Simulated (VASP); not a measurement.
Set up this calculation in VASP 6.6.1, as the native input.

| Quantity | Value |
| --- | --- |
| Task | single point |
| Functional | r2SCAN |
| Potentials or basis | VASP PAW PBE potentials, release 64 (C) |
| Cutoff | 520 eV |
| k mesh | 12 × 12 × 12 |
| Occupations | gaussian, width 0.05 eV |
| Spin | no spin polarisation |
| Dipole correction | no |
| Further INCAR settings | ALGO = Normal; EDIFF = 1e-06; NBANDS = 11 |

The system is C.

```
CELL_PARAMETERS angstrom
1.23268 0.70307 3.50002
-1.22351 0.70321 3.49679
0.00471 -1.42365 3.50190
ATOMIC_POSITIONS crystal
C 0.33337 0.33336 0.83338
C 0.66663 0.66664 0.16662
```

These files were run (other wordings do the same):

POSCAR

```
C
1.0
    1.2326817389      0.7030728119      3.5000186788
   -1.2235074229      0.7032141714      3.4967889947
    0.0047095789     -1.4236508139      3.5019018778
C
2
Direct
    0.3333709076      0.3333606437     -0.1666192969
    0.6666290924      0.6666393563      1.1666192969
```

INCAR.step1

```
ALGO = Normal ; EDIFF = 1E-4
ENCUT = 520 ; GGA = PE
ISMEAR = 0 ; LASPH = T
LCHARG = F ; LREAL = F
LWAVE = T ; NBANDS = 11
NELM = 100 ; PREC = Accurate
SIGMA = 0.05
```

INCAR.step2

```
ALGO = Normal ; EDIFF = 1E-6
ENCUT = 520 ; ISIF = 2
ISMEAR = 0 ; ISTART = 1
LASPH = T ; LCHARG = F
LMIXTAU = T ; LREAL = F
LWAVE = F ; METAGGA = R2SCAN
NBANDS = 11 ; NELM = 100
PREC = Accurate ; SIGMA = 0.05
```

KPOINTS

```
k-points
0
Gamma
  12 12 12
```

Potentials or basis: VASP PAW PBE potentials, release 64 (C).

Command:

```sh
$ cat potpaw_PBE.64/C/POTCAR > POTCAR
$ cp INCAR.step1 INCAR
$ mpirun -np 1 vasp_std > vasp.out
$ cp INCAR.step2 INCAR
$ mpirun -np 1 vasp_std > vasp.out
```

It gave:

* Pressure: 0.7 GPa

Caveat: the PAW data sets were made with another functional, which shifts forces and pressure a little.

Run time: 15 min on 1 thread of AMD EPYC 7R43 64-Core Processor (Zen 3) (shared host), peak memory 0.22 GiB.
